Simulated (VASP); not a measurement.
# SnO2 (R-3m) in VASP: a series of runs

SnO2 is run at these levels: PBEsol; tasks: single point.

Program: VASP 6.6.1. These are calculated values, not measurements. Logs are shortened: lines on timing, memory, paths and dates and some standing lists are left out, and cuts for length are marked.

**1. The cell of the first run**

Symmetry: R-3m, No. 166, trigonal system. Conventional cell: a = 3.371 Å, b = 3.371 Å, c = 14.290 Å, α = 90.00°, β = 90.00°, γ = 120.00°. Sn (site symmetry -3m) has 6 O at 2.22 Å within 2.9 Å. Within 2.9 Å of O (site symmetry 3m) lie 3 Sn at 2.22 Å and 3 O at 2.89 Å.

**2. Single point, PBEsol**

INCAR

```
ALGO     = Normal         # electronic algorithm
EDIFF    = 1E-6           # SCF threshold, eV
ENCUT    = 520            # plane-wave cutoff, eV
GGA      = PS             # functional
ISIF     = 2              # what is computed and relaxed
ISMEAR   = 0              # smearing method
LASPH    = True           # aspherical terms in the spheres
LCHARG   = False          # write CHGCAR
LREAL    = False          # projectors in reciprocal space
LWAVE    = False          # write WAVECAR
NBANDS   = 20             # bands
NELM     = 100            # most SCF steps
PREC     = Accurate       # precision mode
SIGMA    = 0.05           # smearing width, eV
```

KPOINTS

```
k-points
0
Gamma
  12 12 12
```

POSCAR

```
SnO2
1.0
    1.6856500000      0.9732104813      4.7632000000
   -1.6856500000      0.9732104813      4.7632000000
    0.0000000000     -1.9464209625      4.7632000000
Sn O
1 2
Direct
    0.5000000000      0.5000000000      0.5000000000
    0.2414378084      0.2414378084      0.2414378084
    0.7585621916      0.7585621916      0.7585621916
```

Potentials or basis: VASP PAW PBE potentials, release 64 (Sn_d, O).

Started as:

```sh
$ cat potpaw_PBE.64/Sn_d/POTCAR potpaw_PBE.64/O/POTCAR > POTCAR
$ mpirun -np 1 vasp_std > vasp.out
```

OUTCAR:

```text
EDIFF = 1E-6
   ENCUT = 520
   GGA = PS
   ISIF = 2
   ISMEAR = 0
   LASPH = True
   LREAL = False
   NELM = 100
   PREC = Accurate

 ion  position               nearest neighbor table
   1  0.500  0.500  0.500-   2 2.22   3 2.22   2 2.22   2 2.22   3 2.22   3 2.22
   2  0.241  0.241  0.241-   1 2.22   1 2.22   1 2.22
   3  0.759  0.759  0.759-   1 2.22   1 2.22   1 2.22

  LATTYP: Found a trigonal (rhomboedric) cell.
 ALAT       =     5.1455445585
 COS(alpha) =     0.7853642211

  Lattice vectors:

 A1 = (   1.6856500000,   0.9732104813,   4.7632000000)
 A2 = (  -1.6856500000,   0.9732104813,   4.7632000000)
 A3 = (   0.0000000000,  -1.9464209625,   4.7632000000)

Analysis of symmetry for initial positions (statically):
=====================================================================
 Subroutine PRICEL returns:
 Original cell was already a primitive cell.

 Routine SETGRP: Setting up the symmetry group for a
 trigonal (rhombohedral) supercell.

 Subroutine GETGRP returns: Found 12 space group operations
 (whereof 12 operations were pure point group operations)
 out of a pool of 12 trial point group operations.

The static configuration has the point symmetry D_3d.

Analysis of symmetry for dynamics (positions and initial velocities):
=====================================================================
 Subroutine PRICEL returns:
 Original cell was already a primitive cell.

 Routine SETGRP: Setting up the symmetry group for a
 trigonal (rhombohedral) supercell.

 Subroutine GETGRP returns: Found 12 space group operations
 (whereof 12 operations were pure point group operations)
 out of a pool of 12 trial point group operations.

The dynamic configuration has the point symmetry D_3d.

 Subroutine INISYM returns: Found 12 space group operations
 (whereof 12 operations are pure point group operations),
 and found     1 'primitive' translations

----------------------------------------------------------------------------------------

                                     Primitive cell

  volume of cell :      46.8840

  direct lattice vectors                    reciprocal lattice vectors
     1.685650000  0.973210481  4.763200000     0.296621481  0.171254492  0.069980965
[... 78 lines left out ...]
 SYSTEM =  unknown system
   PREC   = accura    normal or accurate (medium, high low for compatibility)
   ISTART =      0    job   : 0-new  1-cont  2-samecut
   ICHARG =      2    charge: 1-file 2-atom 10-const
   ISPIN  =      1    spin polarized calculation?
   LNONCOLLINEAR =      F non collinear calculations
   LSORBIT =      F    spin-orbit coupling
   LASPH  =      T    aspherical Exc in radial PAW
   ENCUT  =  520.0 eV  38.22 Ry    6.18 a.u.   9.57  9.57  9.57*2*pi/ulx,y,z
   NELM   =    100;   NELMIN=  2; NELMDL= -5     # of ELM steps
   EDIFF  = 0.1E-05   stopping-criterion for ELM
   LREAL  =      F    real-space projection
   EDIFFG = 0.1E-04   stopping-criterion for IOM
   NSW    =      0    number of steps for IOM
   IBRION =     -1    ionic relax: 0-MD 1-quasi-New 2-CG
   NFREE  =      0    steps in history (QN), initial steepest desc. (CG)
   ISIF   =      2    stress and relaxation
   ISYM   =      2    0-nonsym 1-usesym 2-fastsym
   POTIM  = 0.5000    time-step for ionic-motion
   TEBEG  =    0.0;   TEEND  =   0.0 temperature during run
   PSTRESS=    0.0 pullay stress
   NELECT =      26.0000    total number of electrons
   NUPDOWN=      -1.0000    fix difference up-down
   EMIN   =  10.00;   EMAX   =-10.00  energy-range for DOS
   EFERMI =   0.00;   METHOD = LEGACY
   ISMEAR =     0;   SIGMA  =   0.05  broadening in eV -4-tet -1-fermi 0-gaus
   EFERMI_NEDOS =   21; number of points for ismear=-14 and -15
   IALGO  =     38    algorithm
   IMIX   =      4    mixing-type and parameters
     AMIX     =   0.40;   BMIX     =  1.00
     AMIX_MAG =   1.60;   BMIX_MAG =  1.00
  volume/ion in A,a.u.               =      15.63       105.46
  Fermi-wavevector in a.u.,A,eV,Ry     =   1.345007  2.541695 24.613534  1.809044
  Thomas-Fermi vector in A             =   2.472955
   LORBIT       =      0    0 simple, 1 ext, 2 COOP (PROOUT), +10 PAW based schemes
   GGA     = PS    functional components
   LHFCALC =     F    Hartree Fock is set to
   AEXX    =    0.0000 exact exchange contribution
   IVDW    =     0    specifies the selected vdW correction
   LEPSILON=     F    determine dielectric tensor
   LRPA    =     F    only Hartree local field effects (RPA)
 non-spin polarized calculation
 Gauss-broadening in eV      SIGMA  =   0.05
  energy-cutoff  :      520.00
  volume of cell :       46.88
 maximum number of plane-waves:      1278
 NGX is ok and might be reduce to    40
   NGX = 19   NGY = 19   NGZ = 19

 number of electron      26.0000006 magnetization

 Free energy of the ion-electron system (eV)
  ---------------------------------------------------
  ext. energy  EPLUGINS =         0.00000000
  ---------------------------------------------------
  free energy    TOTEN  =       -18.87877581 eV

  energy without entropy =      -18.87877581  energy(sigma->0) =      -18.87877581

 E-fermi :   3.0040     XC(G=0):  -9.9632

 val. band max:        2.6789775040   @ k =   0.0000   0.0000   0.0000
 cond. band min:       3.6305961493   @ k =   0.0000   0.0000   0.0000
 fundamental gap:      0.9516186453
 Fermi energy:         3.0039819163

 k-point     1 :       0.0000    0.0000    0.0000
  band No.  band energies     occupation
      1     -17.4203      2.00000
      2     -17.3011      2.00000
      3     -17.3011      2.00000
      4     -17.2181      2.00000
      5     -17.2181      2.00000
      6     -14.7087      2.00000
[... 541 lines left out ...]
     19      15.1992      0.00000
     20      16.2010      0.00000

 [... further k-points ...]
[... 5 lines left out ...]
  --------------------------------------------------------------------------------------
  -------------------------------------------------------------------------------------
  Total       -6.0765583     -6.0765583     -3.5734078      0.0000000     -0.0000000      0.0000000
  in kB     -207.6557678   -207.6557678   -122.1149731      0.0000000     -0.0000000      0.0000000
  external PRESSURE =    -179.1421695 kB  Pullay stress =       0.0000000 kB

 VOLUME and BASIS-vectors are now :
 -----------------------------------------------------------------------------
  energy-cutoff  :      520.00
  volume of cell :       46.88
      direct lattice vectors                 reciprocal lattice vectors
     1.685650000  0.973210481  4.763200000     0.296621481  0.171254492  0.069980965
    -1.685650000  0.973210481  4.763200000    -0.296621481  0.171254492  0.069980965
     0.000000000 -1.946420962  4.763200000     0.000000000 -0.342508984  0.069980965

 POSITION                                       TOTAL-FORCE (eV/Angst)
 -----------------------------------------------------------------------------------
      0.00000      0.00000      7.14480         0.000000      0.000000      0.000000
      0.00000      0.00000      3.45005         0.000000     -0.000000     -1.470425
      0.00000      0.00000     10.83955         0.000000      0.000000      1.470425
 -----------------------------------------------------------------------------------
    total drift:                                0.000000     -0.000000      0.000000

  FREE ENERGIE OF THE ION-ELECTRON SYSTEM (eV)
  ---------------------------------------------------
  free  energy   TOTEN  =       -18.8787758103 eV

  energy  without entropy=      -18.8787758103  energy(sigma->0) =      -18.87877581
```

stdout:

```text
POSCAR found type information on POSCAR SnO
 POSCAR found :  2 types and       3 ions
 scaLAPACK will be used
 -----------------------------------------------------------------------------
|                                                                             |
|                                                                             |
|     You enforced a specific xc type in the INCAR file but a different       |
|     I HOPE YOU KNOW WHAT YOU ARE DOING!                                     |
|                                                                             |
 -----------------------------------------------------------------------------

 LDA part: xc-table for (Slater+PW92), standard interpolation
 POSCAR, INCAR and KPOINTS ok, starting setup
 FFT: planning ... GRIDC
 FFT: planning ... GRID_SOFT
 FFT: planning ... GRID
 WAVECAR not read
 entering main loop
```

Run time: 3.2 min. Hardware: 1 thread of Intel Xeon Platinum 8488C (Sapphire Rapids), shared host; peak memory 0.34 GiB.

What came out:

```yaml
Free_energy: -18.8788 eV
Pressure: -17.9 GPa
Largest_force: 1.470 eV/Å
Band_gap_on_the_k_mesh: 0.95 eV, direct
```

Forces on the atoms (eV/Å):
```
Sn   0.000  0.000  0.000
O    0.000  0.000 -1.470
O    0.000  0.000  1.470
```

Stress tensor (GPa, compression positive):
```
-20.77   0.00   0.00
  0.00 -20.77   0.00
  0.00   0.00 -12.21
```

Caveat: the PAW data sets were made with another functional, which shifts forces and pressure a little; spin-orbit coupling is left out, which moves the levels of the heavy elements. A k mesh can miss the band edges.

**3. Single point, PBEsol**

This run uses another cell than the first one, of 10.90 Å³/atom, 0.697 times its volume.

INCAR

```
ALGO = Normal ; EDIFF = 1E-7
ENCUT = 520 ; GGA = PS
ISIF = 2 ; ISMEAR = 0
LASPH = True ; LCHARG = False
LREAL = False ; LWAVE = False
NBANDS = 20 ; NELM = 60
PREC = Accurate ; SIGMA = 0.05
```

KPOINTS is that of step 2.

POSCAR

```
SnO2
1.0
    1.5251500000      0.8805457631      4.0575333333
   -1.5251500000      0.8805457631      4.0575333333
    0.0000000000     -1.7610915261      4.0575333333
Sn O
1 2
Direct
    0.5000000000      0.5000000000      0.5000000000
    0.2414378084      0.2414378084      0.2414378084
    0.7585621916      0.7585621916      0.7585621916
```

Potentials or basis: VASP PAW PBE potentials, release 64 (Sn_d, O).

Started as:

```sh
$ cat potpaw_PBE.64/Sn_d/POTCAR potpaw_PBE.64/O/POTCAR > POTCAR
$ mpirun -np 1 vasp_std > vasp.out
```

Wall time 2.1 min (1 thread of AMD EPYC 9R45 (Zen 5), shared host); peak memory 0.25 GiB.

The run converged. Its results:

```
Free energy            : -18.5400 eV
Pressure               : 45.8 GPa
Largest force          : 2.757 eV/Å
Band gap on the k mesh : 3.08 eV, indirect (least direct gap 3.32 eV)
```

Forces in eV/Å, atoms in the order of the input:
```
Sn   0.000  0.000  0.000
O    0.000  0.000  2.757
O    0.000  0.000 -2.757
```

Stress tensor (GPa, compression positive):
```
54.01  0.00  0.00
 0.00 54.01  0.00
 0.00  0.00 29.49
```

Levels at points of the mesh, in eV from the valence-band top:
| k point | band 9 | band 10 | band 11 | band 12 | band 13 | band 14 | band 15 | band 16 | band 17 | band 18 |
| --- | --- | --- | --- | --- | --- | --- | --- | --- | --- | --- |
| (0.00, 0.00, 0.00) | -1.80 | -1.80 | -1.20 | -1.20 | -0.24 | 3.08 | 6.20 | 12.16 | 12.16 | 14.64 |
| (0.50, 0.00, 0.00) | -5.12 | -3.96 | -2.25 | -1.28 | -0.87 | 7.31 | 8.89 | 10.92 | 13.62 | 15.05 |
| (0.50, 0.50, 0.00) | -5.79 | -4.27 | -1.32 | -0.41 | 0.00 | 6.43 | 7.74 | 11.98 | 12.63 | 13.88 |
| (0.50, 0.50, 0.50) | -2.61 | -2.03 | -2.03 | -1.04 | -1.04 | 5.09 | 6.87 | 12.81 | 12.81 | 14.08 |

Caveat: the PAW data sets were made with another functional, which shifts forces and pressure a little; spin-orbit coupling is left out, which moves the levels of the heavy elements. Expect the measured gap to be larger: semilocal functionals such as PBEsol lack the derivative discontinuity.

**4. Single point, PBEsol**

This run uses another cell than the first one, of 11.21 Å³/atom, 0.718 times its volume.

INCAR

```
ALGO     = Normal         # electronic algorithm
EDIFF    = 1E-6           # SCF threshold, eV
ENCUT    = 520            # plane-wave cutoff, eV
GGA      = PS             # functional
ISIF     = 2              # what is computed and relaxed
ISMEAR   = 0              # smearing method
LASPH    = True           # aspherical terms in the spheres
LCHARG   = True           # write CHGCAR
LELF     = True           # ELF
LREAL    = False          # projectors in reciprocal space
LVHAR    = True         
LWAVE    = False          # write WAVECAR
NBANDS   = 20             # bands
NELM     = 60             # most SCF steps
PREC     = Accurate       # precision mode
SIGMA    = 0.05           # smearing width, eV
```

KPOINTS is that of step 3.

POSCAR

```
SnO2
1.0
    1.5251500000      0.8805457631      4.1751333333
   -1.5251500000      0.8805457631      4.1751333333
    0.0000000000     -1.7610915261      4.1751333333
Sn O
1 2
Direct
    0.5000000000      0.5000000000      0.5000000000
    0.2414378084      0.2414378084      0.2414378084
    0.7585621916      0.7585621916      0.7585621916
```

Started as:

```sh
$ cat potpaw_PBE.64/Sn_d/POTCAR potpaw_PBE.64/O/POTCAR > POTCAR
$ mpirun -np 1 vasp_std > vasp.out
```

Wall time 2 min (1 thread of AMD EPYC 9R45 (Zen 5), shared host); peak memory 0.25 GiB.

Results (log left out):

| Property | Result |
| --- | --- |
| Free energy | -18.7000 eV |
| Pressure | 39.2 GPa |
| Largest force | 2.303 eV/Å |
| Band gap on the k mesh | 3.01 eV, indirect (least direct gap 3.24 eV) |

Forces in eV/Å, atoms in the order of the input:
```
Sn   0.000  0.000  0.000
O    0.000  0.000  2.303
O    0.000  0.000 -2.303
```

Stress tensor (GPa, compression positive):
```
46.72  0.00  0.00
 0.00 46.72  0.00
 0.00  0.00 24.05
```

Levels at points of the mesh, in eV from the valence-band top:
| k point | band 9 | band 10 | band 11 | band 12 | band 13 | band 14 | band 15 | band 16 | band 17 | band 18 |
| --- | --- | --- | --- | --- | --- | --- | --- | --- | --- | --- |
| (0.00, 0.00, 0.00) | -1.71 | -1.71 | -1.09 | -1.09 | -0.23 | 3.01 | 6.21 | 12.24 | 12.24 | 14.27 |
| (0.50, 0.00, 0.00) | -5.07 | -3.77 | -2.17 | -1.15 | -0.81 | 7.14 | 8.78 | 11.03 | 13.42 | 14.64 |
| (0.50, 0.50, 0.00) | -5.64 | -4.04 | -1.38 | -0.42 | 0.00 | 6.38 | 7.65 | 12.02 | 12.46 | 13.54 |
| (0.50, 0.50, 0.50) | -2.41 | -1.90 | -1.90 | -0.95 | -0.95 | 4.90 | 6.72 | 12.76 | 12.76 | 13.75 |

Caveat: the PAW data sets were made with another functional, which shifts forces and pressure a little; spin-orbit coupling is left out, which moves the levels of the heavy elements.

**5. Single point, PBEsol**

This run uses another cell than the first one, of 11.28 Å³/atom, 0.722 times its volume.

INCAR

```
SYSTEM = SnO2
PREC = Accurate
ENCUT = 520
EDIFF = 1E-6
ISMEAR = 0
SIGMA = 0.05
LREAL = .FALSE.
LASPH = .TRUE.
NELM = 60
ALGO = Normal
ISIF = 2
LWAVE = .FALSE.
LCHARG = .FALSE.
GGA = PS
NBANDS = 20
```

KPOINTS

```
Automatic mesh
0
G
  12 12 12
  0 0 0
```

POSCAR

```
SnO2
1.0
    1.5519000000      0.8959898828      4.0575333333
   -1.5519000000      0.8959898828      4.0575333333
    0.0000000000     -1.7919797655      4.0575333333
Sn O
1 2
Direct
    0.5000000000      0.5000000000      0.5000000000
    0.2414378084      0.2414378084      0.2414378084
    0.7585621916      0.7585621916      0.7585621916
```

Started as:

```sh
$ cat potpaw_PBE.64/Sn_d/POTCAR potpaw_PBE.64/O/POTCAR > POTCAR
$ mpirun -np 1 vasp_std > vasp.out
```

Wall time 1.9 min (1 thread of AMD EPYC 9R45 (Zen 5), shared host); peak memory 0.25 GiB.

Results (log left out):

```yaml
Free_energy: -18.8701 eV
Pressure: 32.1 GPa
Largest_force: 2.104 eV/Å
Band_gap_on_the_k_mesh: 2.64 eV, indirect (least direct gap 2.80 eV)
```

Forces in eV/Å, atoms in the order of the input:
```
Sn   0.000  0.000  0.000
O    0.000  0.000  2.104
O    0.000  0.000 -2.104
```

Stress tensor (GPa, compression positive):
```
37.32  0.00  0.00
 0.00 37.32  0.00
 0.00  0.00 21.67
```

Levels at points of the mesh, in eV from the valence-band top:
```tsv
k point	band 11	band 12	band 13	band 14	band 15	band 16
(0.00, 0.00, 0.00)	-1.28	-1.28	-0.16	2.64	5.97	11.67
(0.50, 0.00, 0.00)	-2.14	-1.26	-0.90	6.83	8.67	10.53
(0.50, 0.50, 0.00)	-1.19	-0.44	0.00	6.01	7.49	11.62
(0.50, 0.50, 0.50)	-2.00	-1.11	-1.11	4.69	6.63	12.32
```

Caveat: the PAW data sets were made with another functional, which shifts forces and pressure a little; spin-orbit coupling is left out, which moves the levels of the heavy elements. A k mesh can miss the band edges.

**6. Single point, PBEsol**

This run uses another cell than the first one, of 11.53 Å³/atom, 0.738 times its volume.

INCAR

```
SYSTEM = SnO2
PREC = Accurate ; ENCUT = 520
EDIFF = 1E-6 ; ISMEAR = 0
SIGMA = 0.05 ; LREAL = .FALSE.
LASPH = .TRUE. ; NELM = 80
ALGO = Normal ; ISIF = 2
LWAVE = .FALSE. ; LCHARG = .FALSE.
GGA = PS ; NBANDS = 20
```

KPOINTS is that of step 5.

POSCAR

```
SnO2
1.0
    1.5251500000      0.8805457631      4.2927333333
   -1.5251500000      0.8805457631      4.2927333333
    0.0000000000     -1.7610915261      4.2927333333
Sn O
1 2
Direct
    0.5000000000      0.5000000000      0.5000000000
    0.2414378084      0.2414378084      0.2414378084
    0.7585621916      0.7585621916      0.7585621916
```

Potentials or basis: VASP PAW PBE potentials, release 64 (Sn_d, O).

Started as:

```sh
$ cat potpaw_PBE.64/Sn_d/POTCAR potpaw_PBE.64/O/POTCAR > POTCAR
$ mpirun -np 1 vasp_std > vasp.out
```

Run time: 1.9 min. Hardware: 1 thread of AMD EPYC 9R45 (Zen 5), shared host; peak memory 0.25 GiB.

The run converged. Its results:

* Free energy: -18.8289 eV
* Pressure: 33.2 GPa
* Largest force: 1.850 eV/Å
* Band gap on the k mesh: 2.95 eV, indirect (least direct gap 3.16 eV)

Forces in eV/Å, atoms in the order of the input:
```
Sn   0.000  0.000  0.000
O    0.000  0.000  1.850
O    0.000  0.000 -1.850
```

Stress tensor (GPa, compression positive):
```
40.33  0.00  0.00
 0.00 40.33  0.00
 0.00  0.00 18.95
```

Levels at points of the mesh, in eV from the valence-band top:
```
           k point  band 11  band 12  band 13  band 14  band 15  band 16
(0.00, 0.00, 0.00)    -0.99    -0.99    -0.22     2.95     6.21    12.30
(0.50, 0.00, 0.00)    -2.10    -1.04    -0.75     6.97     8.65    11.13
(0.50, 0.50, 0.00)    -1.43    -0.42     0.00     6.31     7.56    12.06
(0.50, 0.50, 0.50)    -1.76    -0.87    -0.87     4.72     6.58    12.73
```

Caveat: the PAW data sets were made with another functional, which shifts forces and pressure a little; spin-orbit coupling is left out, which moves the levels of the heavy elements.

**7. Summary**

| cell | gap on the mesh (eV) | pressure (GPa) | largest force (eV/Å) |
| --- | --- | --- | --- |
| a = 5.146 Å, angles 38.2°, 3 atoms | 0.95 | -17.9 | 1.47 |
| a = 4.423 Å, angles 40.3°, 3 atoms | 3.08 | 45.8 | 2.76 |
| a = 4.531 Å, angles 39.3°, 3 atoms | 3.01 | 39.2 | 2.30 |
| a = 4.436 Å, angles 41.0°, 3 atoms | 2.64 | 32.1 | 2.10 |
| a = 4.640 Å, angles 38.4°, 3 atoms | 2.95 | 33.2 | 1.85 |

Alike in all rows: task single point; level PBEsol; potentials or basis VASP PAW PBE potentials, release 64 (Sn_d, O); no spin polarisation; k mesh 12 × 12 × 12; cutoff (eV) 520; smearing gaussian 0.05 eV.

Caveats: the PAW data sets were made with another functional, which shifts forces and pressure a little; spin-orbit coupling is left out, which moves the levels of the heavy elements.

Absolute energies hang on the potentials; compare differences alone.
